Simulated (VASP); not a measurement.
# WC (Imm2) in VASP: a series of runs, part 2 of 2

VASP 6.6.1. Earlier steps stand in the parts before.

## (3) Single point, PBEsol

The input, INCAR:

```
SYSTEM = WC
  ALGO = Normal
  EDIFF = 1E-7
  ENCUT = 520
  GGA = PS
  ISIF = 2
  ISMEAR = -1
  LASPH = .True.
  LCHARG = .False.
  LREAL = .False.
  LWAVE = .False.
  NBANDS = 16
  NELM = 100
  PREC = Accurate
  SIGMA = 0.05
```

The input, KPOINTS:

```
k-points
0
Gamma
  8 8 8
  0 0 0
```

The input, POSCAR:

```
WC
1.0
    0.0000000000      2.1926800000      2.1926800000
    2.1926800000      0.0000000000      2.1926800000
    2.1926800000      2.1926800000      0.0000000000
W C
1 1
Direct
    0.0000000000      0.0000000000      0.0400000000
    0.5000000000      0.5000000000      0.5000000000
```

Potentials or basis: VASP PAW PBE potentials, release 64 (W_sv, C).

Run with:

```sh
cat potpaw_PBE.64/W_sv/POTCAR potpaw_PBE.64/C/POTCAR > POTCAR
mpirun -np 1 vasp_std > vasp.out
```

OUTCAR:

```text
SYSTEM = WC
   EDIFF = 1E-7
   ENCUT = 520
   GGA = PS
   ISIF = 2
   ISMEAR = -1
   LASPH = .True.
   LREAL = .False.
   NELM = 100
   PREC = Accurate

 ion  position               nearest neighbor table
   1  0.000  0.000  0.040-   2 2.11   2 2.11   2 2.20   2 2.20   2 2.28   2 2.28
   2  0.500  0.500  0.500-   1 2.11   1 2.11   1 2.20   1 2.20   1 2.28   1 2.28

  LATTYP: Found a face centered cubic cell.
 ALAT       =     4.3853600000

  Lattice vectors:

 A1 = (   0.0000000000,   2.1926800000,   2.1926800000)
 A2 = (   2.1926800000,   0.0000000000,   2.1926800000)
 A3 = (   2.1926800000,   2.1926800000,   0.0000000000)

Analysis of symmetry for initial positions (statically):
=====================================================================
 Subroutine PRICEL returns:
 Original cell was already a primitive cell.

 Routine SETGRP: Setting up the symmetry group for a
 face centered cubic supercell.

 Subroutine GETGRP returns: Found  4 space group operations
 (whereof  4 operations were pure point group operations)
 out of a pool of 48 trial point group operations.

The static configuration has the point symmetry C_2v.

Analysis of symmetry for dynamics (positions and initial velocities):
=====================================================================
 Subroutine PRICEL returns:
 Original cell was already a primitive cell.

 Routine SETGRP: Setting up the symmetry group for a
 face centered cubic supercell.

 Subroutine GETGRP returns: Found  4 space group operations
 (whereof  4 operations were pure point group operations)
 out of a pool of 48 trial point group operations.

The dynamic configuration has the point symmetry C_2v.

 Subroutine INISYM returns: Found  4 space group operations
 (whereof  4 operations are pure point group operations),
 and found     1 'primitive' translations

----------------------------------------------------------------------------------------

                                     Primitive cell

  volume of cell :      21.0841

  direct lattice vectors                    reciprocal lattice vectors
     0.000000000  2.192680000  2.192680000    -0.228031450  0.228031450  0.228031450
     2.192680000  0.000000000  2.192680000     0.228031450 -0.228031450  0.228031450
     2.192680000  2.192680000  0.000000000     0.228031450  0.228031450 -0.228031450

  length of vectors
     3.100917794  3.100917794  3.100917794     0.394962057  0.394962057  0.394962057

  position of ions in fractional coordinates (direct lattice)
     0.000000000  0.000000000  0.040000000
     0.500000000  0.500000000  0.500000000

  ion indices of the primitive-cell ions
   primitive index   ion index
                 1           1
                 2           2

----------------------------------------------------------------------------------------

 KPOINTS: k-points

Automatic generation of k-mesh.
 Grid dimensions read from file:
 generate k-points for:    8    8    8

 Generating k-lattice:

  Cartesian coordinates                     Fractional coordinates (reciprocal lattice)
    -0.028503931  0.028503931  0.028503931     0.125000000  0.000000000  0.000000000
     0.028503931 -0.028503931  0.028503931     0.000000000  0.125000000  0.000000000
     0.028503931  0.028503931 -0.028503931     0.000000000  0.000000000  0.125000000

  Length of vectors
     0.049370257  0.049370257  0.049370257

  Shift w.r.t. Gamma in fractional coordinates (k-lattice)
     0.000000000  0.000000000  0.000000000

 Subroutine IBZKPT returns following result:
 ===========================================

 Found     95 irreducible k-points:

 Following reciprocal coordinates:
            Coordinates               Weight
  0.000000  0.000000  0.000000      1.000000
  0.125000  0.000000  0.000000      4.000000
  0.000000  0.000000  0.125000      4.000000
  0.250000  0.000000  0.000000      4.000000
  0.000000  0.000000  0.250000      4.000000
  0.375000  0.000000  0.000000      4.000000
[... 16 lines left out ...]
  0.125000  0.125000 -0.375000      4.000000
 -0.375000  0.125000  0.000000      4.000000
 [... further k-points ...]
   k-points           NKPTS =     95   k-points in BZ     NKDIM =     95   number of bands    NBANDS=     16
   number of dos      NEDOS =    301   number of ions     NIONS =      2
   total plane-waves  NPLWV =  13824
   dimension x,y,z NGX =    24 NGY =   24 NGZ =   24
   dimension x,y,z NGXF=    48 NGYF=   48 NGZF=   48
   ions per type =               1   1
   NGX,Y,Z   is equivalent  to a cutoff of  12.87, 12.87, 12.87 a.u.
   NGXF,Y,Z  is equivalent  to a cutoff of  25.73, 25.73, 25.73 a.u.
 SYSTEM =  WC
   PREC   = accura    normal or accurate (medium, high low for compatibility)
   ISTART =      0    job   : 0-new  1-cont  2-samecut
   ICHARG =      2    charge: 1-file 2-atom 10-const
   ISPIN  =      1    spin polarized calculation?
   LNONCOLLINEAR =      F non collinear calculations
   LSORBIT =      F    spin-orbit coupling
   LASPH  =      T    aspherical Exc in radial PAW
   ENCUT  =  520.0 eV  38.22 Ry    6.18 a.u.   5.77  5.77  5.77*2*pi/ulx,y,z
   NELM   =    100;   NELMIN=  2; NELMDL= -5     # of ELM steps
   EDIFF  = 0.1E-06   stopping-criterion for ELM
   LREAL  =      F    real-space projection
   EDIFFG = 0.1E-05   stopping-criterion for IOM
   NSW    =      0    number of steps for IOM
   IBRION =     -1    ionic relax: 0-MD 1-quasi-New 2-CG
   NFREE  =      0    steps in history (QN), initial steepest desc. (CG)
   ISIF   =      2    stress and relaxation
   ISYM   =      2    0-nonsym 1-usesym 2-fastsym
   POTIM  = 0.5000    time-step for ionic-motion
   TEBEG  =    0.0;   TEEND  =   0.0 temperature during run
   PSTRESS=    0.0 pullay stress
   NELECT =      18.0000    total number of electrons
   NUPDOWN=      -1.0000    fix difference up-down
   EMIN   =  10.00;   EMAX   =-10.00  energy-range for DOS
   EFERMI =   0.00;   METHOD = LEGACY
   ISMEAR =    -1;   SIGMA  =   0.05  broadening in eV -4-tet -1-fermi 0-gaus
   EFERMI_NEDOS =   21; number of points for ismear=-14 and -15
   IALGO  =     38    algorithm
   IMIX   =      4    mixing-type and parameters
     AMIX     =   0.40;   BMIX     =  1.00
     AMIX_MAG =   1.60;   BMIX_MAG =  1.00
  volume/ion in A,a.u.               =      10.54        71.14
  Fermi-wavevector in a.u.,A,eV,Ry     =   1.553032  2.934805 32.816007  2.411908
  Thomas-Fermi vector in A             =   2.657321
   LORBIT       =      0    0 simple, 1 ext, 2 COOP (PROOUT), +10 PAW based schemes
   GGA     = PS    functional components
   LHFCALC =     F    Hartree Fock is set to
   AEXX    =    0.0000 exact exchange contribution
   IVDW    =     0    specifies the selected vdW correction
   LEPSILON=     F    determine dielectric tensor
   LRPA    =     F    only Hartree local field effects (RPA)
 non-spin polarized calculation
  energy-cutoff  :      520.00
  volume of cell :       21.08
 maximum number of plane-waves:       588
   NGX = 11   NGY = 11   NGZ = 11

 number of electron      18.0000001 magnetization

 Free energy of the ion-electron system (eV)
  ---------------------------------------------------
  ext. energy  EPLUGINS =         0.00000000
  ---------------------------------------------------
  free energy    TOTEN  =       -22.92435726 eV

  energy without entropy =      -22.91105207  energy(sigma->0) =      -22.91770467

 E-fermi :  12.3405     XC(G=0): -13.8351

 val. band max:       12.3394923602   @ k =   0.0000   0.0000   0.2500
 cond. band min:      12.3731879285   @ k =   0.2500   0.2500  -0.3750
 fundamental gap:      0.0336955683
 Fermi energy:        12.3404972871

 k-point     1 :       0.0000    0.0000    0.0000
  band No.  band energies     occupation
      1     -63.1054      2.00000
      2     -27.1127      2.00000
      3     -27.1109      2.00000
      4     -27.1028      2.00000
      5      -3.5189      2.00000
      6       9.1032      2.00000
[... 8 lines left out ...]
     15      21.8267      0.00000
     16      35.3038      0.00000
[... 419 lines left out ...]
 k-point    24 :      -0.3750    0.1250    0.0000
  band No.  band energies     occupation
      1     -63.0682      2.00000
      2     -27.6370      2.00000
      3     -27.2391      2.00000
      4     -27.1794      2.00000
      5       0.3052      2.00000
      6       3.3843      2.00000
[... 8 lines left out ...]
     15      24.5051      0.00000
     16      25.4474      0.00000

 [... further k-points ...]

------------------------ aborting loop because EDIFF is reached ----------------------------------------

  FORCE on cell =-STRESS in cart. coord.  units (eV):
  Direction    XX          YY          ZZ          XY          YZ          ZX
  --------------------------------------------------------------------------------------
  -------------------------------------------------------------------------------------
  Total       -0.7145699     -0.7145699     -1.0887303     -0.1588566      0.0000000      0.0000000
  in kB      -54.2999643    -54.2999643    -82.7323097    -12.0714701      0.0000000      0.0000000
  external PRESSURE =     -63.7774128 kB  Pullay stress =       0.0000000 kB

 VOLUME and BASIS-vectors are now :
 -----------------------------------------------------------------------------
  energy-cutoff  :      520.00
  volume of cell :       21.08
      direct lattice vectors                 reciprocal lattice vectors
     0.000000000  2.192680000  2.192680000    -0.228031450  0.228031450  0.228031450
     2.192680000  0.000000000  2.192680000     0.228031450 -0.228031450  0.228031450
     2.192680000  2.192680000  0.000000000     0.228031450  0.228031450 -0.228031450

 POSITION                                       TOTAL-FORCE (eV/Angst)
 -----------------------------------------------------------------------------------
      0.08771      0.08771      0.00000        -0.578820     -0.578820      0.000000
      2.19268      2.19268      2.19268         0.578820      0.578820      0.000000
 -----------------------------------------------------------------------------------
    total drift:                               -0.000032     -0.000032     -0.000000

  FREE ENERGIE OF THE ION-ELECTRON SYSTEM (eV)
  ---------------------------------------------------
  free  energy   TOTEN  =       -22.9243572617 eV

  energy  without entropy=      -22.9110520730  energy(sigma->0) =      -22.91770467
```

OSZICAR:

```text
N       E                     dE             d eps       ncg     rms          rms(c)
DAV:   1     0.109554978057E+03    0.10955E+03   -0.93379E+03  3040   0.124E+03
DAV:   2    -0.228780277714E+02   -0.13243E+03   -0.12746E+03  3664   0.340E+02
DAV:   3    -0.261968713470E+02   -0.33188E+01   -0.32997E+01  3296   0.507E+01
DAV:   4    -0.262136554659E+02   -0.16784E-01   -0.16783E-01  4016   0.408E+00
DAV:   5    -0.262137818738E+02   -0.12641E-03   -0.12641E-03  3288   0.334E-01    0.316E+01
DAV:   6    -0.230386338044E+02    0.31751E+01   -0.76704E+00  3792   0.268E+01    0.840E+00
DAV:   7    -0.229575812085E+02    0.81053E-01   -0.43308E-01  3104   0.525E+00    0.637E+00
DAV:   8    -0.229263052459E+02    0.31276E-01   -0.80607E-02  3584   0.222E+00    0.116E+00
DAV:   9    -0.229244751522E+02    0.18301E-02   -0.37850E-03  3520   0.474E-01    0.113E-01
DAV:  10    -0.229243585916E+02    0.11656E-03   -0.36787E-04  3504   0.220E-01    0.597E-02
DAV:  11    -0.229243579132E+02    0.67847E-06   -0.20027E-05  3560   0.385E-02    0.130E-02
DAV:  12    -0.229243572959E+02    0.61728E-06   -0.22543E-06  3504   0.128E-02    0.229E-03
DAV:  13    -0.229243572617E+02    0.34179E-07   -0.69133E-08  2328   0.223E-03
   1 F= -.22924357E+02 E0= -.22917705E+02  d E =-.133052E-01
```

Run time: 19 s. Hardware: 1 thread of Intel Xeon Platinum 8259CL at 2.50GHz (Skylake/Cascade Lake), shared host; peak memory 0.16 GiB.

What came out:

| Quantity | Value |
| --- | --- |
| Free energy | -22.9244 eV |
| Pressure | -6.4 GPa |
| Largest force | 0.819 eV/Å |
| Band gap on the k mesh | zero (bands 9 and 10 overlap by 3.06 eV) |

Forces in eV/Å, atoms in the order of the input:
```
W   -0.579 -0.579  0.000
C    0.579  0.579  0.000
```

Levels at points of the mesh, in eV from the Fermi level:
```tsv
k point	band 5	band 6	band 7	band 8	band 9	band 10	band 11	band 12	band 13	band 14
(0.00, 0.00, 0.00)	-15.86	-3.24	-3.19	-2.85	-2.16	-1.45	-0.70	-0.21	0.07	6.37
(0.50, 0.00, 0.00)	-11.24	-9.89	-6.63	-6.56	0.92	0.93	2.22	4.51	8.35	8.71
(0.00, 0.00, 0.50)	-11.33	-9.80	-6.69	-6.65	0.93	0.98	2.26	4.74	8.65	8.75
(0.50, 0.50, 0.00)	-13.60	-6.11	-5.68	-2.73	-2.25	0.96	2.18	2.19	5.37	7.01
(0.00, 0.50, 0.50)	-13.60	-6.00	-5.66	-2.64	-2.41	0.87	2.18	2.18	5.14	7.11
```

Caveat: the cell stands under tension; the PAW data sets were made with another functional, which shifts forces and pressure a little; spin-orbit coupling is left out, which moves the levels of the heavy elements.
